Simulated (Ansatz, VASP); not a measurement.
**NaCl: VASP beside Ansatz**

File INCAR:

```
PREC = Accurate ; ENCUT = 520
EDIFF = 1E-6 ; ISMEAR = 0
SIGMA = 0.05 ; LREAL = F
LASPH = T ; NELM = 60
ALGO = Normal ; ISIF = 2
LWAVE = F ; LCHARG = F
GGA = PE ; NBANDS = 14
```

KPOINTS

```
regular mesh
0
Gamma
  6 6 6
```

POSCAR

```
NaCl
1.0
    3.5021900000      0.0000000000      0.0000000000
    0.0000000000      3.5021900000      0.0000000000
    0.0000000000      0.0000000000      3.5021900000
Na Cl
1 1
Direct
    0.0000000000      0.0000000000      0.0000000000
    0.5164854068      0.5164854068      0.5164854068
```

Input for Ansatz:

```yaml
crystal:
  lattice:
    - [3.50219, 0.0, 0.0]
    - [0.0, 3.50219, 0.0]
    - [0.0, 0.0, 3.50219]
  atoms:
    - { symbol: Na, position: [0.0, 0.0, 0.0] }
    - { symbol: Cl, position: [0.5164854068, 0.5164854068, 0.5164854068] }
basis:
  ecutwfc: 420
kpoints:
  mp_grid: { grid: [6, 6, 6] }
hamiltonian:
  xc: pbe
scf:
  occupations: { method: gaussian, width: 0.05 }
output:
  forces: true
  stress: true
  eigenvalues: true
```

Change from the starting cell: all Cl atoms moved -0.100 Å, as atom 2 towards its neighbour atom 1 (Na) at 3.033 Å.

Alike in both runs: task single point; functional PBE; k mesh 6 × 6 × 6; occupations gaussian, width 0.05 eV; no spin polarisation.

```csv
,VASP,Ansatz
version,VASP 6.6.1,Ansatz 0.2.0
potentials or method,"VASP PAW PBE potentials, release 64 (Na_pv, Cl), cutoff 520 eV","scalar-relativistic, plane waves, PAW"
valence electrons in the cell,14,16
```

|  | VASP | Ansatz | Ansatz less VASP |
| --- | --- | --- | --- |
| gap on the k mesh at the Fermi level (eV) | 3.98 | 3.98 | 0.000 |
| least direct gap on the mesh (eV) | 4.47 | 4.47 | 0.000 |
| pressure (GPa) | 0.1 | 0.2 | +0.05 |
| rms of the force components (eV/Å) | 0.021 | 0.021 | -0.0003 |

Atom by atom the forces differ by 0.000 eV/Å (rms over components). VASP's potentials hold 14 valence electrons a cell and Ansatz's 16, so a difference there can come from the potentials and not from the codes.
